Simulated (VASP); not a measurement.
Set up this calculation in VASP 6.6.1, as the native input.

```yaml
Task: single point
Functional: PBE
Potentials_or_basis: VASP PAW PBE potentials, release 64 (Y_sv, Ag, C, N)
Cutoff: 520 eV
k_mesh: 4 × 4 × 4
Occupations: gaussian, width 0.1 eV
Spin: no spin polarisation
Dipole_correction: no
Further_INCAR_settings: ALGO = Normal; EDIFF = 1e-06; NBANDS = 40
```

The structure of YAgC4N4 lies in POSCAR:

```
YAgC4N4
1.0
    6.6715310700      0.0000000000      0.0000000000
    0.0000000000      6.6715310700      0.0000000000
    0.0000000000      0.0000000000      6.6715310700
Y Ag C N
1 1 4 4
Direct
    0.0000000000      0.0000000000      0.0000000000
    0.5000000000      0.5000000000      0.5000000000
    0.2059455960      0.2059455960      0.2059455960
    0.2059455960      0.7940544040      0.7940544040
    0.7940544040      0.2059455960      0.7940544040
    0.7940544040      0.7940544040      0.2059455960
    0.3069410785      0.3069410785      0.3069410785
    0.3069410785      0.6930589215      0.6930589215
    0.6930589215      0.3069410785      0.6930589215
    0.6930589215      0.6930589215      0.3069410785
```

The input as run:

INCAR

```
SYSTEM = YAgC4N4
  ALGO = Normal
  EDIFF = 1E-6
  ENCUT = 520
  GGA = PE
  ISIF = 2
  ISMEAR = 0
  LASPH = .True.
  LCHARG = .False.
  LREAL = .False.
  LWAVE = .False.
  NBANDS = 40
  NELM = 80
  PREC = Accurate
  SIGMA = 0.1
```

KPOINTS

```
k-points
0
Gamma
  4 4 4
  0 0 0
```

Potentials or basis: VASP PAW PBE potentials, release 64 (Y_sv, Ag, C, N).

The run is started by

```sh
$ cat potpaw_PBE.64/Y_sv/POTCAR potpaw_PBE.64/Ag/POTCAR potpaw_PBE.64/C/POTCAR potpaw_PBE.64/N/POTCAR > POTCAR
$ mpirun -np 1 vasp_std > vasp.out
```

It gave:

The pressure is 0.5 GPa. The largest force is 0.412 eV/Å. The band gap on the k mesh is 2.72 eV (least direct gap 2.74 eV).

It took 2.4 min on 1 thread of Intel(R) Xeon(R) Platinum 8488C (Sapphire Rapids) (shared host), peak memory 0.43 GiB.
